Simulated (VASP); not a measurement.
C:

```
C
1.0
     0.00000    1.75927    1.75927
     1.75927    0.00000    1.75927
     1.75927    1.75927    0.00000
C
2
Direct
  0.75000 0.75000 0.75000
  0.50000 0.50000 0.50000
```

Base run:

- Program: VASP 6.6.1
- Functional: r2SCAN
- Dispersion: D4
- Potentials or basis: VASP PAW PBE potentials, release 64 (C_h)
- Cutoff: 1430 eV
- k mesh: 13 × 13 × 13
- Occupations: fermi-dirac, width 0.05 eV
- Spin: no spin polarisation

Its results: band gap on the k mesh 4.46 eV (least direct gap 6.00 eV); pressure 14.1 GPa.

Q: The run is repeated on the same cell with these changes: dispersion from D4 to rVV10. What comes out?

A: Band gap on the k mesh 4.43 eV (least direct gap 5.99 eV); pressure 15.3 GPa.

Caveats: the cell stands under pressure; the PAW data sets were made with another functional, which shifts forces and pressure a little; an odd mesh through Γ misses points on the zone boundary, where band edges can lie.
